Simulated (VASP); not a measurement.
# Rh in VASP: notebook

The runs below take Rh through electric field gradients, with PBEsol.

Program: VASP 6.6.1. These are calculated values, not measurements. Logs are shortened: lines on timing, memory, paths and dates and some standing lists are left out, and cuts for length are marked.

### Step 1. The cell of the first run

It takes space group I4/mmm (No. 139, tetragonal). Conventional cell: a = 2.770 Å, b = 2.770 Å, c = 3.803 Å, α = 90.00°, β = 90.00°, γ = 90.00°. Rh (site symmetry 4/mmm) has 12 Rh at 2.73 to 2.77 Å within 3.6 Å.

### Step 2. Electric field gradients, PBEsol (equal xx and yy strain of +3 %)

File INCAR:

```
SYSTEM = Rh
PREC = Accurate
ENCUT = 520
EDIFF = 1E-8
ISMEAR = -1
SIGMA = 0.08
LREAL = .False.
LASPH = .True.
NELM = 80
ALGO = Normal
ISIF = 2
LWAVE = .False.
LCHARG = .False.
GGA = PS
LEFG = .True.
NBANDS = 14
```

File KPOINTS:

```
Automatic mesh
0
Gamma
  16 16 16
  0 0 0
```

File POSCAR:

```
Rh
1.0
    0.0000000000      1.9585965000      1.9015500000
    1.9585965000      0.0000000000      1.9015500000
    1.9585965000      1.9585965000      0.0000000000
Rh
1
Direct
    0.0000000000      0.0000000000      0.0000000000
```

Potentials or basis: VASP PAW PBE potentials, release 64 (Rh_pv).

Command:

```
$ cat potpaw_PBE.64/Rh_pv/POTCAR > POTCAR
$ mpirun -np 1 vasp_std > vasp.out
```

OUTCAR:

```text
SYSTEM = Rh
   PREC = Accurate
   ENCUT = 520
   EDIFF = 1E-8
   ISMEAR = -1
   LREAL = .False.
   LASPH = .True.
   NELM = 80
   ISIF = 2
   GGA = PS

 ion  position               nearest neighbor table
   1  0.000  0.000  0.000-

  LATTYP: Found a body centered tetragonal cell.
 ALAT       =     2.7698737335
 C/A-ratio  =     1.3730228761

  Lattice vectors:

 A1 = (   0.0000000000,  -1.9585965000,  -1.9015500000)
 A2 = (   0.0000000000,   1.9585965000,  -1.9015500000)
 A3 = (   1.9585965000,   0.0000000000,   1.9015500000)

Analysis of symmetry for initial positions (statically):
=====================================================================
 Subroutine PRICEL returns:
 Original cell was already a primitive cell.

 Routine SETGRP: Setting up the symmetry group for a
 body centered tetragonal supercell.

 Subroutine GETGRP returns: Found 16 space group operations
 (whereof 16 operations were pure point group operations)
 out of a pool of 16 trial point group operations.

The static configuration has the point symmetry D_4h.

Analysis of symmetry for dynamics (positions and initial velocities):
=====================================================================
 Subroutine PRICEL returns:
 Original cell was already a primitive cell.

 Routine SETGRP: Setting up the symmetry group for a
 body centered tetragonal supercell.

 Subroutine GETGRP returns: Found 16 space group operations
 (whereof 16 operations were pure point group operations)
 out of a pool of 16 trial point group operations.

The dynamic configuration has the point symmetry D_4h.

 Subroutine INISYM returns: Found 16 space group operations
 (whereof 16 operations are pure point group operations),
 and found     1 'primitive' translations

----------------------------------------------------------------------------------------

                                     Primitive cell

  volume of cell :      14.5891

  direct lattice vectors                    reciprocal lattice vectors
     0.000000000  1.958596500  1.901550000    -0.255284843  0.255284843  0.262943388
     1.958596500  0.000000000  1.901550000     0.255284843 -0.255284843  0.262943388
     1.958596500  1.958596500  0.000000000     0.255284843  0.255284843 -0.262943388

  length of vectors
     2.729833814  2.729833814  2.769873734     0.446631758  0.446631758  0.446631758

  position of ions in fractional coordinates (direct lattice)
     0.000000000  0.000000000  0.000000000

  ion indices of the primitive-cell ions
   primitive index   ion index
                 1           1

----------------------------------------------------------------------------------------

 KPOINTS: Automatic mesh

Automatic generation of k-mesh.
 Grid dimensions read from file:
 generate k-points for:   16   16   16

 Generating k-lattice:

  Cartesian coordinates                     Fractional coordinates (reciprocal lattice)
    -0.015955303  0.015955303  0.016433962     0.062500000  0.000000000  0.000000000
     0.015955303 -0.015955303  0.016433962     0.000000000  0.062500000  0.000000000
     0.015955303  0.015955303 -0.016433962     0.000000000  0.000000000  0.062500000

  Length of vectors
     0.027914485  0.027914485  0.027914485

  Shift w.r.t. Gamma in fractional coordinates (k-lattice)
     0.000000000  0.000000000  0.000000000

 Subroutine IBZKPT returns following result:
 ===========================================

 Found    349 irreducible k-points:

 Following reciprocal coordinates:
            Coordinates               Weight
  0.000000  0.000000  0.000000      1.000000
  0.062500  0.000000  0.000000      8.000000
  0.125000  0.000000  0.000000      8.000000
  0.187500 -0.000000  0.000000      8.000000
  0.250000  0.000000  0.000000      8.000000
  0.312500 -0.000000  0.000000      8.000000
[... 16 lines left out ...]
 -0.125000  0.062500  0.000000      8.000000
 -0.062500  0.062500  0.000000      4.000000
 [... further k-points ...]
   k-points           NKPTS =    349   k-points in BZ     NKDIM =    349   number of bands    NBANDS=     14
   number of dos      NEDOS =    301   number of ions     NIONS =      1
   total plane-waves  NPLWV =   9600
   dimension x,y,z NGX =    20 NGY =   20 NGZ =   24
   dimension x,y,z NGXF=    40 NGYF=   40 NGZF=   48
   ions per type =               1
   NGX,Y,Z   is equivalent  to a cutoff of  12.18, 12.18, 14.40 a.u.
   NGXF,Y,Z  is equivalent  to a cutoff of  24.36, 24.36, 28.81 a.u.
 SYSTEM =  Rh
   PREC   = accura    normal or accurate (medium, high low for compatibility)
   ISTART =      0    job   : 0-new  1-cont  2-samecut
   ICHARG =      2    charge: 1-file 2-atom 10-const
   ISPIN  =      1    spin polarized calculation?
   LNONCOLLINEAR =      F non collinear calculations
   LSORBIT =      F    spin-orbit coupling
   LASPH  =      T    aspherical Exc in radial PAW
   ENCUT  =  520.0 eV  38.22 Ry    6.18 a.u.   5.08  5.08  5.15*2*pi/ulx,y,z
   NELM   =     80;   NELMIN=  2; NELMDL= -5     # of ELM steps
   EDIFF  = 0.1E-07   stopping-criterion for ELM
   LREAL  =      F    real-space projection
   EDIFFG = 0.1E-06   stopping-criterion for IOM
   NSW    =      0    number of steps for IOM
   IBRION =     -1    ionic relax: 0-MD 1-quasi-New 2-CG
   NFREE  =      0    steps in history (QN), initial steepest desc. (CG)
   ISIF   =      2    stress and relaxation
   ISYM   =      2    0-nonsym 1-usesym 2-fastsym
   POTIM  = 0.5000    time-step for ionic-motion
   TEBEG  =    0.0;   TEEND  =   0.0 temperature during run
   PSTRESS=    0.0 pullay stress
   NELECT =      15.0000    total number of electrons
   NUPDOWN=      -1.0000    fix difference up-down
   EMIN   =  10.00;   EMAX   =-10.00  energy-range for DOS
   EFERMI =   0.00;   METHOD = LEGACY
   ISMEAR =    -1;   SIGMA  =   0.08  broadening in eV -4-tet -1-fermi 0-gaus
   EFERMI_NEDOS =   21; number of points for ismear=-14 and -15
   IALGO  =     38    algorithm
   IMIX   =      4    mixing-type and parameters
     AMIX     =   0.40;   BMIX     =  1.00
     AMIX_MAG =   1.60;   BMIX_MAG =  1.00
  volume/ion in A,a.u.               =      14.59        98.45
  Fermi-wavevector in a.u.,A,eV,Ry     =   1.652327  3.122445 37.146419  2.730185
  Thomas-Fermi vector in A             =   2.740955
   LORBIT       =      0    0 simple, 1 ext, 2 COOP (PROOUT), +10 PAW based schemes
   GGA     = PS    functional components
   LHFCALC =     F    Hartree Fock is set to
   AEXX    =    0.0000 exact exchange contribution
   IVDW    =     0    specifies the selected vdW correction
   LEPSILON=     F    determine dielectric tensor
   LRPA    =     F    only Hartree local field effects (RPA)
 non-spin polarized calculation
  energy-cutoff  :      520.00
  volume of cell :       14.59
 maximum number of plane-waves:       406
   NGX = 11   NGY = 11   NGZ = 11

 number of electron      14.9999998 magnetization

 Free energy of the ion-electron system (eV)
  ---------------------------------------------------
  ext. energy  EPLUGINS =         0.00000000
  ---------------------------------------------------
  free energy    TOTEN  =        -8.07968806 eV

  energy without entropy =       -8.04724269  energy(sigma->0) =       -8.06346537

 E-fermi :  10.6903     XC(G=0): -13.8385

 val. band max:       10.6895854211   @ k =  -0.1250   0.1875   0.1250
 cond. band min:      10.6906585221   @ k =  -0.3125   0.1250   0.0625
 fundamental gap:      0.0010731010
 Fermi energy:        10.6903212461

 k-point     1 :       0.0000    0.0000    0.0000
  band No.  band energies     occupation
      1     -35.5366      2.00000
      2     -35.5366      2.00000
      3     -35.5225      2.00000
      4       3.0789      2.00000
      5       7.7843      2.00000
      6       7.7843      2.00000
      7       8.0730      2.00000
      8       9.6216      2.00000
      9       9.9676      1.99976
     10      26.6724      0.00000
     11      31.2437      0.00000
     12      31.4963      0.00000
     13      31.4963      0.00000
     14      32.3443      0.00000

 k-point     2 :       0.0625    0.0000    0.0000
  band No.  band energies     occupation
      1     -35.5567      2.00000
      2     -35.5403      2.00000
      3     -35.5286      2.00000
      4       3.2279      2.00000
      5       7.7570      2.00000
      6       7.8408      2.00000
      7       8.0934      2.00000
      8       9.5971      2.00000
      9       9.9316      1.99985
     10      26.8743      0.00000
[... 362 lines left out ...]
 k-point    24 :      -0.0625    0.0625    0.0000
  band No.  band energies     occupation
      1     -35.5892      2.00000
      2     -35.5423      2.00000
      3     -35.5404      2.00000
      4       3.4625      2.00000
      5       7.6268      2.00000
      6       7.9199      2.00000
      7       8.2345      2.00000
      8       9.4703      2.00000
      9       9.9681      1.99976
     10      27.1872      0.00000
     11      29.9862      0.00000
     12      31.2472      0.00000
     13      32.2582      0.00000
     14      32.2650      0.00000

 [... further k-points ...]
[... 5 lines left out ...]
  --------------------------------------------------------------------------------------
  -------------------------------------------------------------------------------------
  Total       -1.8532998     -1.8532998     -1.3162887      0.0000000      0.0000000     -0.0000000
  in kB     -203.5300649   -203.5300649   -144.5553111      0.0000000      0.0000000     -0.0000000
  external PRESSURE =    -183.8718136 kB  Pullay stress =       0.0000000 kB

 VOLUME and BASIS-vectors are now :
 -----------------------------------------------------------------------------
  energy-cutoff  :      520.00
  volume of cell :       14.59
      direct lattice vectors                 reciprocal lattice vectors
     0.000000000  1.958596500  1.901550000    -0.255284843  0.255284843  0.262943388
     1.958596500  0.000000000  1.901550000     0.255284843 -0.255284843  0.262943388
     1.958596500  1.958596500  0.000000000     0.255284843  0.255284843 -0.262943388

 POSITION                                       TOTAL-FORCE (eV/Angst)
 -----------------------------------------------------------------------------------
      0.00000      0.00000      0.00000        -0.000000      0.000000      0.000000
 -----------------------------------------------------------------------------------
    total drift:                                0.000000     -0.000000      0.000000

  FREE ENERGIE OF THE ION-ELECTRON SYSTEM (eV)
  ---------------------------------------------------
  free  energy   TOTEN  =        -8.0796880570 eV

  energy  without entropy=       -8.0472426910  energy(sigma->0) =       -8.06346537

 Electric field gradients (V/A^2)
---------------------------------------------------------------------
 ion       V_xx      V_yy      V_zz      V_xy      V_xz      V_yz
---------------------------------------------------------------------
   1       1.471     1.471    -2.942     0.002    -0.002    -0.002
---------------------------------------------------------------------

 Electric field gradients after diagonalization (V/A^2)
 (convention: |V_zz| > |V_xx| > |V_yy|)
----------------------------------------------------------------------
 ion       V_xx      V_yy      V_zz     asymmetry (V_yy - V_xx)/ V_zz
----------------------------------------------------------------------
   1       1.473     1.469    -2.942       0.002
----------------------------------------------------------------------

           NMR quadrupolar parameters

 Cq : quadrupolar parameter    Cq=e*Q*V_zz/h
 eta: asymmetry parameters     (V_yy - V_xx)/ V_zz
 Q  : nuclear electric quadrupole moment in mb (millibarn)
----------------------------------------------------------------------
 ion       Cq(MHz)       eta       Q (mb)
----------------------------------------------------------------------
   1      -0.007       0.002       1.000
----------------------------------------------------------------------
```

Run time: 67 s. Hardware: 1 thread of Intel Xeon Platinum 8259CL at 2.50GHz (Skylake/Cascade Lake), shared host; peak memory 0.18 GiB.

What came out:

* Free energy: -8.0797 eV
* Pressure: -18.4 GPa

Stress tensor (GPa, compression positive):
```
-20.35   0.00   0.00
  0.00 -20.35   0.00
  0.00   0.00 -14.46
```

Levels at points of the mesh, in eV from the Fermi level:
| k point | band 4 | band 5 | band 6 | band 7 | band 8 | band 9 | band 10 | band 11 |
| --- | --- | --- | --- | --- | --- | --- | --- | --- |
| (0.00, 0.00, 0.00) | -7.61 | -2.91 | -2.91 | -2.62 | -1.07 | -0.72 | 15.98 | 20.55 |
| (0.50, 0.00, 0.00) | -5.68 | -3.03 | -2.71 | 0.45 | 0.60 | 0.73 | 8.01 | 15.43 |
| (0.50, 0.50, 0.00) | -5.80 | -5.47 | 0.50 | 0.91 | 0.91 | 3.53 | 12.04 | 12.54 |
| (0.50, 0.00, 0.50) | -5.79 | -5.44 | 0.51 | 0.77 | 1.01 | 2.92 | 11.23 | 12.94 |

Electric field gradients, principal values (V/Å²):
| atom | least | middle | greatest (by size) |
| --- | --- | --- | --- |
| 1 Rh | 1.469 | 1.473 | -2.942 |

Caveat: the cell differs from its parent crystal (equal xx and yy strain of +3 %); without QUAD_EFG the Cq values of the log hold for a quadrupole moment of 1 mb, not for the nuclei; the PAW data sets were made with another functional, which shifts forces and pressure a little.

[end of part 1 of 2]
